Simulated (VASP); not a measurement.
A run of VASP 6.6.1 is set up as follows.

File INCAR:

```
SYSTEM = Br
PREC = Accurate
ENCUT = 600
EDIFF = 1E-7
ISMEAR = -1
SIGMA = 0.1
LREAL = .FALSE.
LASPH = .TRUE.
NELM = 80
ALGO = Normal
ISIF = 4
LWAVE = .FALSE.
LCHARG = .FALSE.
GGA = PE
IBRION = 2
NSW = 50
EDIFFG = -0.005
```

Contents of KPOINTS:

```
regular mesh
0
G
  13 13 13
  0 0 0
```

The input POSCAR:

```
Br
1.0
   -2.5067182489      2.5067182489      1.7149300944
    2.5067182489     -2.5067182489      1.7149300944
    2.5067182489      2.5067182489     -1.7149300944
Br
2
Direct
   -0.3750000000     -0.1250000000     -0.2500000000
    0.3750000000      0.1250000000      0.2500000000
```

Potentials or basis: VASP PAW PBE potentials, release 64 (Br).

The run is started by

```sh
$ cat potpaw_PBE.64/Br/POTCAR > POTCAR
$ mpirun -np 1 vasp_std > vasp.out
```

Task: Predict the band gap on the k mesh.

Result: Zero (bands 7 and 8 overlap by 3.05 eV).

Final structure:
```cif
data_structure
_symmetry_space_group_name_H-M 'P 1'
_symmetry_Int_Tables_number 1
_cell_length_a 4.0156
_cell_length_b 4.0156
_cell_length_c 4.0156
_cell_angle_alpha 98.930
_cell_angle_beta 98.930
_cell_angle_gamma 133.593
_cell_volume 43.10
loop_
_atom_site_label
_atom_site_type_symbol
_atom_site_fract_x
_atom_site_fract_y
_atom_site_fract_z
_atom_site_occupancy
Br1 Br 0.62500 0.87500 0.75000 1
Br2 Br 0.37500 0.12500 0.25000 1
```
